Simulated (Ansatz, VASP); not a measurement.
# Two plane-wave programs on TiO2

File INCAR:

```
SYSTEM = TiO2
  PREC = Accurate
  ENCUT = 600
  EDIFF = 1E-6
  ISMEAR = -1
  SIGMA = 0.05
  LREAL = .False.
  LASPH = .True.
  NELM = 80
  ALGO = Normal
  ISIF = 3
  LWAVE = .False.
  LCHARG = .False.
  GGA = PS
  IVDW = 13
  IBRION = 2
  NSW = 60
  EDIFFG = -0.01
```

KPOINTS

```
Automatic mesh
0
Gamma
  6 6 9
  0 0 0
```

POSCAR

```
TiO2
1.0
    4.5998373239      0.0000000000      0.0000000000
    0.0000000000      4.5998373239      0.0000000000
    0.0000000000      0.0000000000      2.9592135600
Ti O
2 4
Direct
    0.0000000000      0.0000000000      0.5000000000
    0.5000000000      0.5000000000      0.0000000000
    0.3043213200      0.3043213200      0.5000000000
    0.1956786800      0.8043213200      0.0000000000
    0.8043213200      0.1956786800      0.0000000000
    0.6956786800      0.6956786800      0.5000000000
```

input.yaml

```yaml
crystal:
  lattice:
    - [4.5998373239, 0.0, 0.0]
    - [0.0, 4.5998373239, 0.0]
    - [0.0, 0.0, 2.95921356]
  atoms:
    - { symbol: Ti, position: [0.0, 0.0, 0.5] }
    - { symbol: Ti, position: [0.5, 0.5, 0.0] }
    - { symbol: O, position: [0.30432132, 0.30432132, 0.5] }
    - { symbol: O, position: [0.19567868, 0.80432132, 0.0] }
    - { symbol: O, position: [0.80432132, 0.19567868, 0.0] }
    - { symbol: O, position: [0.69567868, 0.69567868, 0.5] }
hamiltonian:
  xc: pbesol
  pseudopotentials: { kind: paw }
  dispersion: d4
kpoints:
  mp_grid: { grid: [6, 6, 9] }
scf:
  occupations: { method: fermi_dirac, width: 0.05 }
output:
  forces: true
  stress: true
  eigenvalues: true
  write_density: true
  write_potential: true
  elf: true
  volumetric_format: npy
relax:
  f_tol: 0.01
  max_steps: 40
  cell: { stress_tol: 0.05 }
```

Alike in both runs: task relaxation of cell and atoms; functional PBEsol; dispersion D4; k mesh 6 × 6 × 9; occupations fermi-dirac, width 0.05 eV; no spin polarisation.

```csv
,VASP,Ansatz
version,VASP 6.6.1,Ansatz 0.2.0
potentials or method,"VASP PAW PBE potentials, release 64 (Ti_sv, O)",Ansatz PAW
plane-wave cutoff (eV),600,420
valence electrons in the cell,48,48
```

|  | VASP | Ansatz | Ansatz less VASP |
| --- | --- | --- | --- |
| gap on the k mesh at the Fermi level, each at its own relaxed structure (eV) | 1.85 | 1.88 | +0.033 |
| relaxed volume (Å³/atom) | 10.24 | 10.22 | -0.014 |
| relaxed cell length with the largest relative difference (Å) | 2.936 | 2.934 | -0.0022 |

VASP's potentials were made for PBE, not for PBEsol.

Noted on Ansatz's run: odd divisions of the mesh miss points on the zone boundary, where band edges often lie, so the gap on the mesh can be too wide; the plane-wave basis is chosen anew once the cell has moved, so the energies of steps on either side of that aren't comparable.
